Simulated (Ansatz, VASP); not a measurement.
# One calculation of Li2O, two programs

File INCAR:

```
PREC     = Accurate       # precision mode
ENCUT    = 750            # plane-wave cutoff, eV
EDIFF    = 1E-6           # SCF threshold, eV
ISMEAR   = 0              # smearing method
SIGMA    = 0.05           # smearing width, eV
LREAL    = False          # projectors in reciprocal space
LASPH    = True           # aspherical terms in the spheres
NELM     = 120            # most SCF steps
ALGO     = Normal         # electronic algorithm
ISIF     = 2              # what is computed and relaxed
LWAVE    = False          # write WAVECAR
LCHARG   = True           # write CHGCAR
GGA      = PE             # functional
LELF     = True           # ELF
LVHAR    = True         
NBANDS   = 13             # bands
GGA_COMPAT= False
```

Contents of KPOINTS:

```
Automatic mesh
0
Gamma
  8 8 8
```

POSCAR

```
Li2O
1.0
    0.0000000000      2.2748575000      2.2402150000
    2.2748575000      0.0000000000      2.2402150000
    2.2748575000      2.2748575000      0.0000000000
Li O
2 1
Direct
    0.2500000000      0.2500000000      0.2500000000
    0.7500000000      0.7500000000      0.7500000000
    0.0000000000      0.0000000000      0.0000000000
```

Input for Ansatz:

```yaml
crystal:
  lattice:
    - [0.0, 2.2748575, 2.240215]
    - [2.2748575, 0.0, 2.240215]
    - [2.2748575, 2.2748575, 0.0]
  atoms:
    - { symbol: Li, position: [0.25, 0.25, 0.25] }
    - { symbol: Li, position: [0.75, 0.75, 0.75] }
    - { symbol: O, position: [0.0, 0.0, 0.0] }
basis:
  ecutwfc: 420
kpoints:
  mp_grid: { grid: [8, 8, 8] }
hamiltonian:
  xc: pbe
scf:
  occupations: { method: gaussian, width: 0.05 }
output:
  forces: true
  stress: true
  eigenvalues: true
```

Change from the starting cell: strain -0.015 along x and y, -0.030 along z, atoms carried along.

Alike in both runs: task single point; functional PBE; k mesh 8 × 8 × 8; occupations gaussian, width 0.05 eV; no spin polarisation.

|  | VASP | Ansatz |
| --- | --- | --- |
| version | VASP 6.6.1 | Ansatz 0.2.0 |
| potentials or method | VASP PAW PBE potentials, release 64 (Li_sv, O), cutoff 750 eV | scalar-relativistic, plane waves, PAW |
| valence electrons in the cell | 12 | 12 |

```tsv
	VASP	Ansatz	Ansatz less VASP
gap on the k mesh at the Fermi level (eV)	5.03	5.05	+0.014
least direct gap on the mesh (eV)	5.70	5.70	-0.003
pressure (GPa)	5.6	5.9	+0.24
traceless stress, the component that is largest in VASP (GPa)	1.97	1.98	+0.007
```
